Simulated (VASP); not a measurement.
# K4PH4S3O16 (a cell with a defect) in VASP: further runs

Runs on K4PH4S3O16 (a cell with a defect). Level: PBE. Tasks: single point.

Everything below comes from runs of VASP 6.6.1. Logs are shortened: lines on timing, memory, paths and dates and some standing lists are left out, and cuts for length are marked.

**1. The cell of the first run**

The cell holds a defect, 28 atoms: a = 7.461 Å, b = 7.694 Å, c = 7.721 Å, α = 70.79°, β = 87.85°, γ = 85.53°.

**2. Single point, PBE**

Contents of INCAR:

```
SYSTEM = K4PH4S3O16
PREC     = Accurate       ! precision mode
ENCUT    = 520            ! plane-wave cutoff, eV
EDIFF    = 1E-6           ! SCF threshold, eV
ISMEAR   = -1             ! smearing method
SIGMA    = 0.05           ! smearing width, eV
LREAL    = .FALSE.        ! projectors in reciprocal space
LASPH    = .TRUE.         ! aspherical terms in the spheres
NELM     = 120            ! most SCF steps
ALGO     = Normal         ! electronic algorithm
ISIF     = 2              ! what is computed and relaxed
LWAVE    = .FALSE.        ! write WAVECAR
LCHARG   = .FALSE.        ! write CHGCAR
GGA      = PE             ! functional
NELECT   = 160.0        
NBANDS   = 100            ! bands
GGA_COMPAT= .FALSE.
```

Contents of KPOINTS:

```
regular mesh
0
G
  1 1 1
  0 0 0
```

Contents of POSCAR:

```
K4PH4S3O16
1.0
    7.4612390000      0.0000000000      0.0000000000
    0.5999230000      7.6708610000      0.0000000000
    0.2889980000      2.5261790000      7.2904330000
K H P S O
4 4 1 3 16
Direct
    0.0226122125      0.0978195879      0.4273408726
    0.4440787906      0.2072445587      0.8096638430
    0.5165509549      0.6640588979      0.3536552630
    0.9469452209      0.6855463816      0.7084490043
   -0.0428030194      0.4645639540      0.5341246535
    0.1976057504      0.6265437327      0.9260903982
    0.6151631617      0.3909252052      0.1055218531
    0.8038572143      0.9273909838      0.9261864144
    0.9407672959      0.2513449788      0.8052745290
   -0.0486720497      0.6934050341      0.1175238837
    0.4186038814      0.7991147514      0.7646733740
    0.5120773690      0.1597277518      0.3267981477
    0.0483021159      0.3685601912      0.5823522416
    0.1094156707      0.1854402856      0.9324411870
    0.0972924381      0.5683068423      0.0513412578
    0.0479634404      0.8439599497      0.1350262735
    0.2986566245      0.9656515938      0.6402637539
    0.3056643213      0.6324179235      0.8202942130
    0.3395385756      0.0876990489      0.3249464058
    0.5546787915      0.7332627453      0.6460521618
    0.4940302696      0.2949607320      0.4213467156
    0.5096314726      0.8533072503      0.8982731204
    0.5188030349      0.3058056923      0.1180862646
    0.6800499448      0.0413915471      0.3126426098
    0.8144682715      0.0813444335      0.7860164136
    0.8040788856      0.3882566199      0.8264804025
    0.8023953709      0.7790705100     -0.0236885793
    0.8695055262      0.5659586337      0.2795170054
```

Potentials or basis: VASP PAW PBE potentials, release 64 (K_sv, H, P, S, O).

On the command line:

```bash
$ cat potpaw_PBE.64/K_sv/POTCAR potpaw_PBE.64/H/POTCAR potpaw_PBE.64/P/POTCAR potpaw_PBE.64/S/POTCAR potpaw_PBE.64/O/POTCAR > POTCAR
$ mpirun -np 1 vasp_gam > vasp.out
```

OUTCAR:

```text
SYSTEM = K4PH4S3O16
   PREC = Accurate
   ENCUT = 520
   EDIFF = 1E-6
   ISMEAR = -1
   LREAL = .FALSE.
   LASPH = .TRUE.
   NELM = 120
   ISIF = 2
   GGA = PE
   NELECT = 160.0

 ion  position               nearest neighbor table
   1  0.023  0.098  0.427-  19 2.47  17 2.61  13 2.74  24 2.85   4 3.28
   2  0.444  0.207  0.810-  22 2.59  14 2.64  23 2.81  21 2.86  25 2.88  11 3.29
   3  0.517  0.664  0.354-  20 2.51  21 2.73  28 2.77
   4  0.947  0.686  0.708-  26 2.48  27 2.58  15 2.75  18 2.80   9 3.18  10 3.18   1 3.28
   5  0.957  0.465  0.534-  13 0.95
   6  0.198  0.627  0.926-  18 1.12  15 1.19
   7  0.615  0.391  0.106-  23 0.99
   8  0.804  0.927  0.926-  27 1.08  25 1.32
   9  0.941  0.251  0.805-  26 1.45  14 1.57  25 1.72  13 1.85   4 3.18
  10  0.951  0.693  0.118-  16 1.46  28 1.46  27 1.54  15 1.58   4 3.18
  11  0.419  0.799  0.765-  22 1.44  20 1.51  18 1.52  17 1.56   2 3.29
  12  0.512  0.160  0.327-  19 1.44  21 1.45  24 1.51  23 1.64
  13  0.048  0.369  0.582-   5 0.95   9 1.85   1 2.74
  14  0.109  0.185  0.932-   9 1.57   2 2.64
  15  0.097  0.568  0.051-   6 1.19  10 1.58   4 2.75
  16  0.048  0.844  0.135-  10 1.46
  17  0.299  0.966  0.640-  11 1.56   1 2.61
  18  0.306  0.632  0.820-   6 1.12  11 1.52   4 2.80
  19  0.340  0.088  0.325-  12 1.44   1 2.47
  20  0.555  0.733  0.646-  11 1.51   3 2.51
  21  0.494  0.295  0.421-  12 1.45   3 2.73   2 2.86
  22  0.510  0.853  0.898-  11 1.44   2 2.59
  23  0.519  0.306  0.118-   7 0.99  12 1.64   2 2.81
  24  0.680  0.041  0.313-  12 1.51   1 2.85
  25  0.814  0.081  0.786-   8 1.32   9 1.72   2 2.88
  26  0.804  0.388  0.826-   9 1.45   4 2.48
  27  0.802  0.779  0.976-   8 1.08  10 1.54   4 2.58
  28  0.870  0.566  0.280-  10 1.46   3 2.77

  LATTYP: Found a triclinic cell.
 ALAT       =     7.6942846378
 B/A-ratio  =     1.9575196519
 C/A-ratio  =     1.1603829599
 COS(alpha) =     0.0141764469
 COS(beta)  =     0.5771819063
 COS(gamma) =     0.7181824897

  Lattice vectors:

 A1 = (   0.5999230000,   7.6708610000,   0.0000000000)
 A2 = (   8.3501600000,  10.1970400000,   7.2904330000)
 A3 = (   0.3109250000,   5.1446820000,  -7.2904330000)

Analysis of symmetry for initial positions (statically):
=====================================================================
 Subroutine PRICEL returns:
 Original cell was already a primitive cell.

 Routine SETGRP: Setting up the symmetry group for a
 triclinic supercell.

 Subroutine GETGRP returns: Found  1 space group operations
 (whereof  1 operations were pure point group operations)
 out of a pool of  2 trial point group operations.

[... 148 lines left out ...]
   ISIF   =      2    stress and relaxation
   ISYM   =      2    0-nonsym 1-usesym 2-fastsym
   POTIM  = 0.5000    time-step for ionic-motion
   TEBEG  =    0.0;   TEEND  =   0.0 temperature during run
   PSTRESS=    0.0 pullay stress
   NELECT =     160.0000    total number of electrons
   NUPDOWN=      -1.0000    fix difference up-down
   EMIN   =  10.00;   EMAX   =-10.00  energy-range for DOS
   EFERMI =   0.00;   METHOD = LEGACY
   ISMEAR =    -1;   SIGMA  =   0.05  broadening in eV -4-tet -1-fermi 0-gaus
   EFERMI_NEDOS =   21; number of points for ismear=-14 and -15
   IALGO  =     38    algorithm
   IMIX   =      4    mixing-type and parameters
     AMIX     =   0.40;   BMIX     =  1.00
     AMIX_MAG =   1.60;   BMIX_MAG =  1.00
  volume/ion in A,a.u.               =      14.90       100.57
  Fermi-wavevector in a.u.,A,eV,Ry     =   1.189356  2.247558 19.246376  1.414569
  Thomas-Fermi vector in A             =   2.325466
   LORBIT       =      0    0 simple, 1 ext, 2 COOP (PROOUT), +10 PAW based schemes
   GGA     = PE    functional components
   LHFCALC =     F    Hartree Fock is set to
   AEXX    =    0.0000 exact exchange contribution
   IVDW    =     0    specifies the selected vdW correction
   LEPSILON=     F    determine dielectric tensor
   LRPA    =     F    only Hartree local field effects (RPA)
 non-spin polarized calculation
  energy-cutoff  :      520.00
  volume of cell :      417.26
 maximum number of plane-waves:      5627
 NGX is ok and might be reduce to    54
   NGX = 27   NGY = 29   NGZ = 29

 number of electron     159.9999997 magnetization

 Free energy of the ion-electron system (eV)
  ---------------------------------------------------
  ext. energy  EPLUGINS =         0.00000000
  ---------------------------------------------------
  free energy    TOTEN  =      -153.57786447 eV

  energy without entropy =     -153.57786447  energy(sigma->0) =     -153.57786447

 E-fermi :   1.3308     XC(G=0):  -8.2369

 val. band max:        0.0825961370   @ k =   0.0000   0.0000   0.0000
 cond. band min:       3.7104154803   @ k =   0.0000   0.0000   0.0000
 fundamental gap:      3.6278193433
 Fermi energy:         1.3307548727

 k-point     1 :       0.0000    0.0000    0.0000
  band No.  band energies     occupation
      1     -29.0697      2.00000
      2     -29.0161      2.00000
      3     -28.5523      2.00000
      4     -27.6880      2.00000
      5     -24.0020      2.00000
      6     -23.6548      2.00000
[... 84 lines left out ...]
     91       7.2308      0.00000
     92       7.3111      0.00000
 [bands above 92 left out]

------------------------ aborting loop because EDIFF is reached ----------------------------------------

  FORCE on cell =-STRESS in cart. coord.  units (eV):
  Direction    XX          YY          ZZ          XY          YZ          ZX
  --------------------------------------------------------------------------------------
  -------------------------------------------------------------------------------------
  Total        2.9993995     11.1044914     18.4757336      0.5316993     -1.7055976     -2.0237710
  in kB       11.5169243     42.6383967     70.9420748      2.0415888     -6.5490570     -7.7707612
  external PRESSURE =      41.6991319 kB  Pullay stress =       0.0000000 kB

 VOLUME and BASIS-vectors are now :
 -----------------------------------------------------------------------------
  energy-cutoff  :      520.00
  volume of cell :      417.26
      direct lattice vectors                 reciprocal lattice vectors
     7.461239000  0.000000000  0.000000000     0.134025998 -0.010481911 -0.001680842
     0.599923000  7.670861000  0.000000000     0.000000000  0.130363462 -0.045171726
     0.288998000  2.526179000  7.290433000     0.000000000  0.000000000  0.137166064

 POSITION                                       TOTAL-FORCE (eV/Angst)
 -----------------------------------------------------------------------------------
      0.35090      1.82990      3.11550        -0.340980      0.407693     -0.346631
      3.67170      3.63510      5.90280        -0.035857      0.336630     -0.004719
      4.35470      5.98730      2.57830        -0.129135      0.100940     -0.381101
      7.68140      7.04840      5.16490        -0.265622      0.319438     -0.494963
      7.57494      4.91290      3.89400        -0.800541      0.285223     -1.285570
      2.11790      7.14560      6.75160         0.295599     -0.077231      0.553115
[... 20 lines left out ...]
      6.73640      8.44248      7.11773         0.793668     -2.166189      1.683541
      6.90790      5.04750      2.03780        -0.774071      0.242586      0.361955
 -----------------------------------------------------------------------------------
    total drift:                                0.003285     -0.000350     -0.000415

  FREE ENERGIE OF THE ION-ELECTRON SYSTEM (eV)
  ---------------------------------------------------
  free  energy   TOTEN  =      -153.5778644688 eV

  energy  without entropy=     -153.5778644687  energy(sigma->0) =     -153.57786447
```

stdout:

```text
POSCAR found type information on POSCAR K H P S O
 POSCAR found :  5 types and      28 ions
 scaLAPACK will be used
 -----------------------------------------------------------------------------
|                                                                             |
|                                                                             |
|     You have a (more or less) 'large supercell' and for larger cells it     |
|     might be more efficient to use real-space projection operators.         |
|     Therefore, try LREAL= Auto in the INCAR file.                           |
|     Mind: For very accurate calculation, you might also keep the            |
|     reciprocal projection scheme (i.e. LREAL=.FALSE.).                      |
|                                                                             |
 -----------------------------------------------------------------------------

 LDA part: xc-table for (Slater+PW92), standard interpolation
 POSCAR, INCAR and KPOINTS ok, starting setup
 FFT: planning ... GRIDC
 FFT: planning ... GRID_SOFT
 FFT: planning ... GRID
 WAVECAR not read
 entering main loop
 the old and the new charge density differ
 old charge density:   159.00000 new  160.00000
    0.751E+01
```

It took 2 min on 1 thread of Intel Xeon 8259CL, shared host; peak memory 0.48 GiB.

Results:

```yaml
Free_energy: -153.5779 eV
Largest_force: 5.710 eV/Å
```

Forces on the atoms (eV/Å):
```
K   -0.341  0.408 -0.347
K   -0.036  0.337 -0.005
K   -0.129  0.101 -0.381
K   -0.266  0.319 -0.495
H   -0.801  0.285 -1.286
H    0.296 -0.077  0.553
H   -0.346 -0.704 -0.104
H    0.430  1.117 -1.787
P    2.771 -4.939  0.725
S    2.991 -0.425  0.030
S    0.171  0.736 -5.645
S    0.056  0.057 -3.279
O   -0.269 -1.249  2.612
O   -2.710  0.598 -2.015
O   -2.875  0.829  0.969
O   -0.511 -0.132  1.150
O    0.886 -1.948  3.343
O   -0.120 -0.208  0.423
O    0.778 -1.470 -1.185
O   -0.054  0.915  0.548
O    1.553  0.454  2.111
O   -1.485 -0.108  1.509
O    0.246  0.685 -1.242
O   -1.324  1.046  1.756
O    2.747  2.365 -0.365
O   -1.678  2.931  0.360
O    0.794 -2.166  1.684
O   -0.774  0.243  0.362
```

Caveat: the k points lie up to 0.87 Å⁻¹ apart, too coarse for converged energies, forces and pressures; the cell carries a net charge on a neutralising background, which shifts energy and pressure; the cell is charged against a uniform background, so pressure and absolute levels hang on convention; the atoms stand as in a frame of molecular dynamics.

**3. Single point, PBE**

Contents of INCAR:

```
SYSTEM = K4PH4S3O16
PREC = Accurate
ENCUT = 520
EDIFF = 1E-6
ISMEAR = -1
SIGMA = 0.05
LREAL = .False.
LASPH = .True.
NELM = 120
ALGO = Normal
ISIF = 2
LWAVE = .False.
LCHARG = .False.
GGA = PE
NELECT = 160.0
NBANDS = 100
GGA_COMPAT = .False.
```

Contents of KPOINTS:

```
regular mesh
0
Gamma
  1 1 1
  0 0 0
```

Contents of POSCAR:

```
K4PH4S3O16
1.0
    7.4612390000      0.0000000000      0.0000000000
    0.5999230000      7.6708610000      0.0000000000
    0.2889980000      2.5261790000      7.2904330000
K H P S O
4 4 1 3 16
Direct
   -0.0398408906      0.0696171586      0.4117588077
    0.3966857322      0.2431146336      0.8708810574
    0.5956400276      0.6993818425      0.3298020845
    1.0064837692      0.6773457724      0.6762286959
   -0.0354281459      0.4330212740      0.4434578851
    0.1960884579      0.6185512833      1.0254534950
    0.5895617345      0.4017858140      0.0311366965
    0.9127301665      0.9449206919      0.8817446097
    0.9494225603      0.2427308757      0.7561004950
   -0.0285182397      0.6734477259      0.1524737968
    0.3991431007      0.7986103799      0.7615734209
    0.4885929969      0.1792641084      0.3091585918
    0.0401287501      0.3530730120      0.5538902833
    0.0579800643      0.2642315728      0.9276129415
    0.1204580509      0.5384491483      0.1245879360
    0.0434279558      0.8225485579      0.1955302243
    0.2854944866      0.9588344328      0.6572037628
    0.3256715206      0.6185736635      0.7473767333
    0.3200636794      0.1080960055      0.2767462509
    0.5844225823      0.8058139134      0.6898218528
    0.4906163175      0.2612948168      0.4544586035
    0.3903325812      0.7969077313      0.9590102536
    0.4949544520      0.3843579902      0.1247113855
    0.6517039432      0.0557494459      0.3070462344
    0.9622038441      0.0558832873      0.7385569554
    0.7621390249      0.2988538413      0.7920791536
    0.8490725670      0.7605937414     -0.0049516949
    0.8688465977      0.5463227674      0.3068404853
```

Potentials or basis: VASP PAW PBE potentials, release 64 (K_sv, H, P, S, O).

On the command line:

```bash
$ cat potpaw_PBE.64/K_sv/POTCAR potpaw_PBE.64/H/POTCAR potpaw_PBE.64/P/POTCAR potpaw_PBE.64/S/POTCAR potpaw_PBE.64/O/POTCAR > POTCAR
$ mpirun -np 1 vasp_gam > vasp.out
```

Run time: 2 min. Hardware: 1 thread of Intel Xeon 8259CL, shared host; peak memory 0.48 GiB.

Results (log left out):

```yaml
Free_energy: -154.0569 eV
Largest_force: 7.193 eV/Å
```

Forces in eV/Å, atoms in the order of the input:
```
K    0.831  0.338 -0.848
K   -0.037 -0.568 -0.464
K   -2.104  0.671  0.202
K   -0.530 -0.452  0.275
H    0.088 -0.207  0.905
H    1.508 -0.317 -0.166
H    0.555 -0.490  0.133
H    0.686  0.607 -2.789
P    2.848  5.627  3.459
S   -1.498  1.795  1.212
S   -0.007 -0.984  0.735
S   -0.169  1.285 -0.006
O    0.298 -0.059  1.903
O   -0.862 -1.515 -3.478
O    0.444 -0.499 -1.081
O    0.655  0.309  1.080
O   -0.660 -0.144 -0.704
O    0.617  1.482  0.472
O    1.235  0.274 -0.168
O    0.847 -0.241 -0.166
O   -0.087 -0.438 -0.271
O   -0.053 -0.924 -0.214
O   -0.115 -0.570  0.683
O   -0.879  0.346 -0.852
O   -1.371 -5.916  3.317
O   -2.671  1.216 -1.007
O    0.293 -0.709 -0.567
O    0.139  0.081 -1.594
```

Levels at points of the mesh, in eV from the Fermi level:
```csv
k point,band 77,band 78,band 79,band 80,band 81,band 82,band 83,band 84
"(0.00, 0.00, 0.00)",-2.02,-2.00,-1.72,-1.32,1.88,3.38,3.96,4.05
```

Caveat: the k points lie up to 0.87 Å⁻¹ apart, too coarse for converged energies, forces and pressures; the cell carries a net charge on a neutralising background, which shifts energy and pressure; the cell is charged against a uniform background, so pressure and absolute levels hang on convention; the atoms stand as in a frame of molecular dynamics.
